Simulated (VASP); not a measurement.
FeNi: single point with PBEsol

FeNi:

```
Fe Ni
1.0
     2.45067    0.00000    0.00000
     0.00000    2.45067    0.00000
     0.00000    0.00000    3.60359
Fe Ni
1 1
Cartesian
  0.0000 0.0000 0.0000
  1.2253 1.2253 1.8018
```

This cell differs from its parent crystal: uniaxial strain along c: +2.0 %, then relaxed in part.

```json
{
  "Program": "VASP 6.6.1",
  "Task": "single point",
  "Functional": "PBEsol",
  "Potentials or basis": "VASP PAW PBE potentials, release 64 (Fe, Ni)",
  "Cutoff": "520 eV",
  "k mesh": "16 × 16 × 12",
  "Occupations": "gaussian, width 0.1 eV",
  "Spin": "collinear spin, ferromagnetic start",
  "Starting moments": "[2.79, 0.75] μB"
}
```

| Item | Value |
| --- | --- |
| Pressure | -1.4 GPa |
| Net moment | 3.13 μB per cell |
| Site moments | Fe +2.51; Ni +0.60 μB |
| Valence electrons inside the program's atomic spheres | Fe 7.26; Ni 9.43 |

Stress tensor (GPa, compression positive):
```
 0.02  0.00  0.00
 0.00  0.02  0.00
 0.00  0.00 -4.24
```

Levels at points of the mesh, in eV from the Fermi level:
Spin up:
```tsv
k point	band 8	band 9	band 10	band 11	band 12	band 13	band 14	band 15
(0.00, 0.00, 0.00)	-1.22	-0.53	-0.32	-0.32	1.86	9.04	15.56	15.56
(0.50, 0.00, 0.00)	-1.72	-1.37	-1.26	1.01	1.68	11.45	11.48	12.32
(0.50, 0.50, 0.00)	-0.41	-0.41	0.22	2.81	2.81	9.83	10.25	14.03
(0.00, 0.00, 0.50)	-1.57	-1.52	-1.52	-0.89	-0.87	18.95	19.29	19.68
(0.50, 0.00, 0.50)	-0.65	-0.50	-0.37	-0.36	-0.27	5.98	6.57	21.33
(0.50, 0.50, 0.50)	-1.54	-0.50	0.22	8.01	8.01	8.13	8.13	10.31
```
Spin down:
| k point | band 6 | band 7 | band 8 | band 9 | band 10 | band 11 |
| --- | --- | --- | --- | --- | --- | --- |
| (0.00, 0.00, 0.00) | -1.17 | -0.33 | 0.18 | 1.76 | 1.76 | 2.03 |
| (0.50, 0.00, 0.00) | -1.16 | -1.11 | -0.69 | 0.80 | 1.33 | 1.76 |
| (0.50, 0.50, 0.00) | 0.65 | 1.40 | 1.40 | 1.80 | 2.61 | 2.95 |
| (0.00, 0.00, 0.50) | -0.90 | -0.90 | -0.28 | 0.00 | 0.98 | 0.98 |
| (0.50, 0.00, 0.50) | -0.79 | -0.33 | -0.09 | 0.65 | 1.41 | 1.71 |
| (0.50, 0.50, 0.50) | -1.57 | -0.82 | 0.48 | 1.16 | 2.61 | 8.65 |

Run time: 3.3 min on 1 thread of Intel(R) Xeon(R) Platinum 8488C (Sapphire Rapids), with other jobs on the host, peak memory 0.31 GiB.

Caveat: the cell differs from its parent crystal (uniaxial strain along c: +2.0 %, then relaxed in part); the PAW data sets were made with another functional, which shifts forces and pressure a little.
